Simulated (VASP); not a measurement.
CdSe:

```
CELL_PARAMETERS angstrom
0.00000 2.83512 2.83512
2.83512 0.00000 2.83512
2.83512 2.83512 0.00000
ATOMIC_POSITIONS crystal
Cd 0.00000 0.00000 0.00000
Se 0.50000 0.50000 0.50000
```

This cell differs from its parent crystal: volume scaled by 0.96.

Base run:

```yaml
Program: VASP 6.6.1
Functional: r2SCAN
Potentials_or_basis: VASP PAW PBE potentials, release 64 (Cd, Se)
Cutoff: 550 eV
k_mesh: 8 × 8 × 8
Occupations: fermi-dirac, width 0.05 eV
Spin: no spin polarisation
```

Its results: pressure 0.9 GPa.

Task: The run is repeated on the same cell with these changes: functional from r2SCAN to PBEsol; cutoff from 550 eV to 520 eV. What comes out?

Result: Pressure -1.1 GPa.

Caveats: the PAW data sets were made with another functional, which shifts forces and pressure a little.
